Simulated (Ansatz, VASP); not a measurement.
## One calculation of KF, two programs

The input INCAR:

```
SYSTEM = KF
ALGO = Normal ; EDIFF = 1E-6
ENCUT = 520 ; GGA = PE
ISIF = 2 ; ISMEAR = 0
LASPH = .True. ; LCHARG = .True.
LELF = .True. ; LREAL = .False.
LVHAR = .True. ; LWAVE = .False.
NBANDS = 15 ; NELM = 100
PREC = Accurate ; SIGMA = 0.05
```

The input KPOINTS:

```
k-points
0
Gamma
  8 8 8
  0 0 0
```

The input POSCAR:

```
KF
1.0
   -0.1176182665      2.7234026627      2.7234026627
    2.7234026627     -0.1176182665      2.7234026627
    2.7234026627      2.7234026627     -0.1176182665
K F
1 1
Direct
    0.0000000000      0.0000000000      0.0000000000
    0.5000000000      0.5000000000      0.5000000000
```

Input for Ansatz:

```yaml
crystal:
  lattice:
    - [-0.1176182665, 2.7234026627, 2.7234026627]
    - [2.7234026627, -0.1176182665, 2.7234026627]
    - [2.7234026627, 2.7234026627, -0.1176182665]
  atoms:
    - { symbol: K, position: [0.0, 0.0, 0.0] }
    - { symbol: F, position: [0.5, 0.5, 0.5] }
basis:
  ecutwfc: 520.0
kpoints:
  mp_grid: { grid: [8, 8, 8] }
hamiltonian:
  xc: pbe
scf:
  occupations: { method: gaussian, width: 0.05 }
output:
  forces: true
  stress: true
  eigenvalues: true
```

Alike in both runs: task single point; functional PBE; k mesh 8 × 8 × 8; occupations gaussian, width 0.05 eV; no spin polarisation.

|  | VASP | Ansatz |
| --- | --- | --- |
| version | VASP 6.6.1 | Ansatz 0.2.0 |
| potentials or method | VASP PAW PBE potentials, release 64 (K_sv, F), cutoff 520 eV | scalar-relativistic, plane waves, PAW |
| valence electrons in the cell | 16 | 16 |

|  | VASP | Ansatz | Ansatz less VASP |
| --- | --- | --- | --- |
| gap on the k mesh at the Fermi level (eV) | 5.52 | 5.53 | +0.014 |
| least direct gap on the mesh (eV) | 5.52 | 5.53 | +0.014 |
| pressure (GPa) | -1.9 | -1.9 | +0.03 |
| traceless stress, the component that is largest in VASP (GPa) | 0.53 | 0.53 | +0.004 |
